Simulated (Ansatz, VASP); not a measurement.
**GaN: VASP beside Ansatz**

The input INCAR:

```
ALGO     = Normal         # electronic algorithm
EDIFF    = 1E-6           # SCF threshold, eV
ENCUT    = 520            # plane-wave cutoff, eV
GGA_COMPAT= F            
ISIF     = 2              # what is computed and relaxed
ISMEAR   = 0              # smearing method
LASPH    = T              # aspherical terms in the spheres
LCHARG   = T              # write CHGCAR
LNONCOLLINEAR= T              # non-collinear magnetism
LORBIT   = 11             # projections on sites
LORBMOM  = T            
LREAL    = F              # projectors in reciprocal space
LSORBIT  = T              # spin-orbit coupling
LVHAR    = T            
LWAVE    = F              # write WAVECAR
MAGMOM   = 0 0 0 0 0 0    # initial moments
NBANDS   = 30             # bands
NELM     = 150            # most SCF steps
PREC     = Accurate       # precision mode
SIGMA    = 0.01           # smearing width, eV
```

KPOINTS

```
k-points
0
Gamma
  10 10 10
```

File POSCAR:

```
GaN
1.0
    0.0000000000      2.2277045316      2.2388430543
    2.2277045316      0.0000000000      2.2388430543
    2.2277045316      2.2277045316      0.0000000000
Ga N
1 1
Direct
    0.0000000000      0.0000000000      0.0000000000
    0.2500000000      0.2500000000      0.2500000000
```

Input for Ansatz:

```yaml
crystal:
  lattice:
    - [0.0, 2.22770453164, 2.2388430543]
    - [2.22770453164, 0.0, 2.2388430543]
    - [2.22770453164, 2.22770453164, 0.0]
  atoms:
    - { symbol: Ga, position: [0.0, 0.0, 0.0] }
    - { symbol: "N", position: [0.25, 0.25, 0.25] }
kpoints:
  mp_grid: { grid: [10, 10, 10] }
scf:
  occupations: { method: fixed }
  convergence: { dr2_threshold: 1.0e-10 }
hamiltonian:
  xc: lda
  pseudopotentials: { kind: all_electron, lapw: { basis_error: 0.0005 } }
magnetization:
  noncollinear: true
  spin_orbit: true
output:
  forces: true
  stress: true
  eigenstates:
    kpoints:
      - [0.0, 0.0, 0.0]
      - [0.5, 0.5, 0.0]
      - [0.5, 0.0, 0.5]
      - [0.0, 0.5, 0.5]
      - [0.0, 0.5, 0.0]
      - [0.5, 0.0, 0.0]
      - [0.0, 0.0, 0.5]
      - [0.5, 0.5, 0.5]
  eigenvalues: true
```

Change from the starting cell: z stretched by +0.5 %, x and y held.

Alike in both runs: task single point; functional LDA; k mesh 10 × 10 × 10; non-collinear spin, spin-orbit coupling.

|  | VASP | Ansatz |
| --- | --- | --- |
| version | VASP 6.6.1 | Ansatz 0.2.0 |
| potentials or method | VASP PAW LDA potentials, release 64 (Ga_d, N), cutoff 520 eV | all-electron LAPW |
| occupations | gaussian, width 0.01 eV | fixed |

|  | VASP | Ansatz | Ansatz less VASP |
| --- | --- | --- | --- |
| pressure (GPa) | 0.1 | -0.8 | -0.91 |
| traceless stress, the component that is largest in VASP (GPa) | -0.44 | -0.44 | -0.004 |

LDA's correlation is that of Perdew and Zunger in VASP and of Perdew and Wang (1992) in Ansatz. Ansatz ran all-electron here, and VASP with PAW potentials.
